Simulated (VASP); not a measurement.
A run of VASP 6.6.1 is set up as follows.

Contents of INCAR:

```
SYSTEM = WC
PREC = Accurate
ENCUT = 520
EDIFF = 1E-6
ISMEAR = -1
SIGMA = 0.1
LREAL = .False.
LASPH = .True.
NELM = 80
ALGO = Normal
ISIF = 2
LWAVE = .False.
LCHARG = .False.
GGA = PE
NBANDS = 16
```

The input KPOINTS:

```
Automatic mesh
0
Gamma
  16 16 16
  0 0 0
```

The input POSCAR:

```
WC
1.0
    0.0000000000      1.9357137563      1.9357137563
    1.9357137563      0.0000000000      1.9357137563
    1.9357137563      1.9357137563      0.0000000000
W C
1 1
Direct
    0.0000000000      0.0000000000      0.0000000000
    0.2500000000      0.2500000000      0.2500000000
```

Potentials or basis: VASP PAW PBE potentials, release 64 (W_sv, C).

Command:

```console
$ cat potpaw_PBE.64/W_sv/POTCAR potpaw_PBE.64/C/POTCAR > POTCAR
$ mpirun -np 1 vasp_std > vasp.out
```

Question: Estimate the band gap on the k mesh.

Answer: Zero (band 9 reaches 19.93 eV, above the bottom of band 10 at 17.04 eV).

Question: What does it give for the pressure?

Answer: 491.5 GPa.

Caveat: spin-orbit coupling is left out, which moves the levels of the heavy elements.
